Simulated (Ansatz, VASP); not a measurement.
CO2: VASP beside Ansatz

```
CELL_PARAMETERS angstrom
10.30000 0.00000 0.00000
0.00000 10.50000 0.00000
0.00000 0.00000 10.70000
ATOMIC_POSITIONS crystal
C 0.50000 0.50000 0.50000
O 0.56552 0.56427 0.56307
O 0.43448 0.43573 0.43693
```

Alike in both runs: task single point; functional PBE; dispersion D3(BJ); k mesh 1 × 1 × 1; occupations gaussian, width 0.01 eV; no spin polarisation.

|  | VASP | Ansatz |
| --- | --- | --- |
| version | VASP 6.6.1 | Ansatz 0.2.0 |
| potentials or method | VASP PAW PBE potentials, release 64 (C, O), cutoff 520 eV | scalar-relativistic, plane waves, PAW |
| valence electrons in the cell | 16 | 16 |

VASP gave:

* gap on the k mesh at the Fermi level (eV): 8.02
* rms of the force components (eV/Å): 0.382

Task: Estimate Ansatz's values.

Result: gap on the k mesh at the Fermi level (eV): 8.02; rms of the force components (eV/Å): 0.080.

Atom by atom the forces differ by 0.302 eV/Å (rms over components). One of these differences is far larger than is usual between the two programs; its cause wasn't traced.

Noted on VASP's run: the standard files for N, O and F lose accuracy on very short bonds.
